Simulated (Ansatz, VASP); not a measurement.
**W: VASP beside Ansatz**

The input INCAR:

```
SYSTEM = W
PREC     = Accurate       ! precision mode
ENCUT    = 520            ! plane-wave cutoff, eV
EDIFF    = 1E-6           ! SCF threshold, eV
ISMEAR   = -1             ! smearing method
SIGMA    = 0.1            ! smearing width, eV
LREAL    = .False.        ! projectors in reciprocal space
LASPH    = .True.         ! aspherical terms in the spheres
NELM     = 100            ! most SCF steps
ALGO     = Normal         ! electronic algorithm
ISIF     = 2              ! what is computed and relaxed
LWAVE    = .False.        ! write WAVECAR
LCHARG   = .False.        ! write CHGCAR
GGA      = CA             ! functional
NBANDS   = 13             ! bands
```

The input KPOINTS:

```
Automatic mesh
0
Gamma
  14 14 14
  0 0 0
```

The input POSCAR:

```
W
1.0
    2.5576929354      0.0000000000      0.0000000000
    0.0000000000      2.5576929354      0.0000000000
    0.0000000000      0.0000000000      2.5576929354
W
1
Direct
    0.0000000000      0.0000000000      0.0000000000
```

Input for Ansatz:

```yaml
crystal:
  lattice:
    - [2.5576929354, 0.0, 0.0]
    - [0.0, 2.5576929354, 0.0]
    - [0.0, 0.0, 2.5576929354]
  atoms:
    - { symbol: W, position: [0.0, 0.0, 0.0] }
hamiltonian:
  xc: lda
  pseudopotentials:
    kind: paw
    azcp:
      W: "pseudopotentials/W.paw.azcp"
basis:
  ecutwfc: 420
  fft_grid_basis: typed
kpoints:
  mp_grid: { grid: [14, 14, 14], shift: [0, 0, 0] }
magnetization:
  spin_polarized: false
scf:
  occupations: { method: fermi_dirac, width: 0.1 }
  lower_state_search: "off"
output:
  stress: true
```

Alike in both runs: task single point; functional LDA; k mesh 14 × 14 × 14; occupations fermi-dirac, width 0.1 eV; no spin polarisation.

```csv
,VASP,Ansatz
version,VASP 6.6.1,Ansatz 0.2.0
potentials or method,"VASP PAW LDA potentials, release 64 (W_sv), cutoff 520 eV","plane waves (420 eV) with PAW, scalar-relativistic"
valence electrons in the cell,14,14
```

```csv
,VASP,Ansatz,Ansatz less VASP
pressure (GPa),12.1,10.1,-1.97
```

Ansatz warns that its potentials were made for another functional, while VASP's fit it. LDA's correlation is that of Perdew and Zunger in VASP and of Perdew and Wang (1992) in Ansatz.

Spin-orbit coupling is off throughout.
